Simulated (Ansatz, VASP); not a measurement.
**KPd2Se2I: VASP beside Ansatz**

The input INCAR:

```
  ALGO = Normal
  EDIFF = 1E-6
  EDIFFG = -0.08
  ENCUT = 600
  GGA = PE
  IBRION = 2
  ISIF = 3
  ISMEAR = 0
  LASPH = T
  LCHARG = F
  LREAL = F
  LWAVE = F
  NELM = 80
  NSW = 36
  PREC = Accurate
  SIGMA = 0.15
```

The input KPOINTS:

```
k-points
0
Gamma
  4 4 4
```

POSCAR

```
KPd2Se2I
1.0
   -2.4128647200      2.4128647200      6.3782929800
    2.4128647200     -2.4128647200      6.3782929800
    2.4128647200      2.4128647200     -6.3782929800
K Pd Se I
1 2 2 1
Direct
    0.0000000000      0.0000000000      0.0000000000
    0.3525790000      0.3525790000      0.0000000000
    0.6474210000      0.6474210000      0.0000000000
    0.2500000000      0.7500000000      0.5000000000
    0.7500000000      0.2500000000      0.5000000000
    0.5000000000      0.5000000000      0.0000000000
```

Input for Ansatz:

```yaml
crystal:
  lattice:
    - [-2.41286472, 2.41286472, 6.37829298]
    - [2.41286472, -2.41286472, 6.37829298]
    - [2.41286472, 2.41286472, -6.37829298]
  atoms:
    - { symbol: K, position: [0.0, 0.0, 0.0] }
    - { symbol: Pd, position: [0.352579, 0.352579, 0.0] }
    - { symbol: Pd, position: [0.647421, 0.647421, 0.0] }
    - { symbol: Se, position: [0.25, 0.75, 0.5] }
    - { symbol: Se, position: [0.75, 0.25, 0.5] }
    - { symbol: I, position: [0.5, 0.5, 0.0] }
basis:
  ecutwfc: 420
kpoints:
  mp_grid: { grid: [4, 4, 4] }
hamiltonian:
  xc: pbe
scf:
  occupations: { method: gaussian, width: 0.15 }
  lower_state_search: "off"
output:
  forces: true
  stress: true
  eigenvalues: true
relax:
  adjacent_minimum: "off"
  f_tol: 0.08
  max_steps: 16
  cell: { stress_tol: 0.8 }
```

Change from the starting cell: species swapped into the CeB2Rh2C type (I4/mmm, No. 139).

Alike in both runs: task relaxation of cell and atoms; functional PBE; k mesh 4 × 4 × 4; occupations gaussian, width 0.15 eV; no spin polarisation.

|  | VASP | Ansatz |
| --- | --- | --- |
| version | VASP 6.6.1 | Ansatz 0.2.0 |
| potentials or method | VASP PAW PBE potentials, release 64 (K_sv, Pd, Se, I), cutoff 600 eV | scalar-relativistic, plane waves, PAW |
| valence electrons in the cell | 48 | 94 |

Ansatz gave:

* gap on the k mesh at the Fermi level, each at its own relaxed structure (eV): none
* relaxed volume (Å³/atom): 28.46
* relaxed length of the cell vector where the two differ most in proportion (Å): 8.054

**Question.** Estimate VASP's values.

**Answer.** gap on the k mesh at the Fermi level, each at its own relaxed structure (eV): none; relaxed volume (Å³/atom): 28.52; relaxed length of the cell vector where the two differ most in proportion (Å): 8.089.

A gap of «none» marks a metal or a gap that the smearing closes. VASP's potentials hold 48 valence electrons a cell and Ansatz's 94, so a difference there can come from the potentials and not from the codes.

The k mesh is coarse, so the values compare programs but aren't converged. Spin-orbit coupling is off throughout. Noted on VASP's run: the volume moved by over 15 % at a fixed basis, so the end points are rough.
